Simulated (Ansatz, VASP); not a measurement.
# One calculation of Os, two programs

Contents of INCAR:

```
SYSTEM = Os
PREC     = Accurate       ! precision mode
ENCUT    = 520            ! plane-wave cutoff, eV
EDIFF    = 1E-6           ! SCF threshold, eV
ISMEAR   = 0              ! smearing method
SIGMA    = 0.15           ! smearing width, eV
LREAL    = .FALSE.        ! projectors in reciprocal space
LASPH    = .TRUE.         ! aspherical terms in the spheres
NELM     = 100            ! most SCF steps
ALGO     = Normal         ! electronic algorithm
ISIF     = 2              ! what is computed and relaxed
LWAVE    = .FALSE.        ! write WAVECAR
LCHARG   = .TRUE.         ! write CHGCAR
GGA      = PS             ! functional
LELF     = .TRUE.         ! ELF
LVHAR    = .TRUE.       
NBANDS   = 15             ! bands
```

File KPOINTS:

```
Automatic mesh
0
G
  18 18 12
  0 0 0
```

File POSCAR:

```
Os
1.0
    2.6657474761      0.0000000000      0.0000000000
   -1.3328737381      2.3086050344      0.0000000000
    0.0000000000      0.0000000000      4.3197000000
Os
2
Direct
    0.3333333333      0.6666666667      0.2500000000
    0.6666666667      0.3333333333      0.7500000000
```

Input for Ansatz:

```yaml
crystal:
  lattice:
    - [2.6657474761, 0.0, 0.0]
    - [-1.3328737381, 2.3086050344, 0.0]
    - [0.0, 0.0, 4.3197]
  atoms:
    - { symbol: Os, position: [0.3333333333, 0.6666666667, 0.25] }
    - { symbol: Os, position: [0.6666666667, 0.3333333333, 0.75] }
basis:
  ecutwfc: 420
kpoints:
  mp_grid: { grid: [18, 18, 12] }
hamiltonian:
  xc: pbesol
scf:
  occupations: { method: gaussian, width: 0.15 }
output:
  forces: true
  stress: true
  eigenvalues: true
```

Change from the starting cell: strain -0.025 along x and y, +0.000 along z, atoms carried along.

Alike in both runs: task single point; functional PBEsol; k mesh 18 × 18 × 12; occupations gaussian, width 0.15 eV; no spin polarisation.

|  | VASP | Ansatz |
| --- | --- | --- |
| version | VASP 6.6.1 | Ansatz 0.2.0 |
| potentials or method | VASP PAW PBE potentials, release 64 (Os), cutoff 520 eV | scalar-relativistic, plane waves, PAW |
| valence electrons in the cell | 16 | 32 |

```csv
,VASP,Ansatz,Ansatz less VASP
gap on the k mesh at the Fermi level (eV),none,none,-
pressure (GPa),22.2,21.0,-1.20
"traceless stress, the component that is largest in VASP (GPa)",-11.42,-11.39,+0.024
```

VASP's potentials were made for PBE, not for PBEsol. A gap of «none» marks a metal or a gap that the smearing closes. VASP's potentials hold 16 valence electrons a cell and Ansatz's 32, so a difference there can come from the potentials and not from the codes.

Neither program's run includes spin-orbit coupling.
